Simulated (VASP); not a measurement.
A run of VASP 6.6.1 is set up as follows.

Contents of INCAR:

```
SYSTEM = BaTiO3
  PREC = Accurate
  ENCUT = 520
  EDIFF = 1E-7
  ISMEAR = 0
  SIGMA = 0.02
  LREAL = .False.
  LASPH = .True.
  NELM = 100
  ALGO = Normal
  ISIF = 2
  LWAVE = .False.
  LCHARG = .False.
  GGA = PE
  NBANDS = 28
```

Contents of KPOINTS:

```
regular mesh
0
Gamma
  6 6 6
  0 0 0
```

Contents of POSCAR:

```
BaTiO3
1.0
    2.7811563038      1.6057013406      2.2724031556
   -2.7811563038      1.6057013406      2.2724031556
    0.0000000000     -3.2114026813      2.2724031556
Ba Ti O
1 1 3
Direct
   -0.0017276992     -0.0017276992     -0.0017276992
    0.5042104875      0.5042104875      0.5042104875
    0.4926779986      0.4926779986      0.9908612144
    0.4926779986      0.9908612144      0.4926779986
    0.9908612144      0.4926779986      0.4926779986
```

Potentials or basis: VASP PAW PBE potentials, release 64 (Ba_sv, Ti_sv, O).

Command:

```sh
$ cat potpaw_PBE.64/Ba_sv/POTCAR potpaw_PBE.64/Ti_sv/POTCAR potpaw_PBE.64/O/POTCAR > POTCAR
$ mpirun -np 1 vasp_std > vasp.out
```

Task: What does it give for the band gap on the k mesh?

Result: 1.98 eV (least direct gap 2.13 eV).

Task: Estimate the largest force.

Result: 0.027 eV/Å.

Task: Predict the pressure.

Result: 14.8 GPa.

Forces in eV/Å, atoms in the order of the input:
```
Ba   0.000  0.000 -0.020
Ti   0.000  0.000 -0.027
O    0.000 -0.010  0.016
O   -0.009  0.005  0.016
O    0.009  0.005  0.016
```

Caveat: the cell stands under pressure; spin-orbit coupling is left out, which moves the levels of the heavy elements. A k mesh can miss the band edges.
